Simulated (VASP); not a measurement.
A run of VASP 6.6.1 is set up as follows.

INCAR

```
  ALGO = Normal
  DIPOL = 0.5 0.5 0.500
  EDIFF = 1E-7
  ENCUT = 520
  IDIPOL = 3
  ISIF = 2
  ISMEAR = 0
  LASPH = T
  LCHARG = F
  LDIPOL = T
  LREAL = F
  LWAVE = F
  NBANDS = 20
  NELM = 100
  PREC = Accurate
  SIGMA = 0.02
```

Contents of KPOINTS:

```
k-points
0
Gamma
  12 12 1
```

POSCAR

```
MoS2
1.0
    3.1199367330      0.0000000000      0.0000000000
   -1.5599683665      2.7019444689      0.0000000000
    0.0000000000      0.0000000000     32.2630186430
S Mo
2 1
Direct
    0.3333333333      0.6666666667      0.4518693606
    0.3333333333      0.6666666667      0.5481306394
    0.6666666667      0.3333333333      0.5000000000
```

Potentials or basis: VASP PAW LDA potentials, release 64 (S, Mo_sv).

Command:

```sh
$ cat potpaw_LDA.64/S/POTCAR potpaw_LDA.64/Mo_sv/POTCAR > POTCAR
$ mpirun -np 1 vasp_std > vasp.out
```

Task: What does it give for the largest force?

Result: 0.016 eV/Å.

Task: What does it give for the band gap on the k mesh?

Result: 1.87 eV, direct.

Forces on the atoms (eV/Å):
```
S    0.000  0.000 -0.016
S    0.000  0.000  0.016
Mo   0.000  0.000  0.000
```
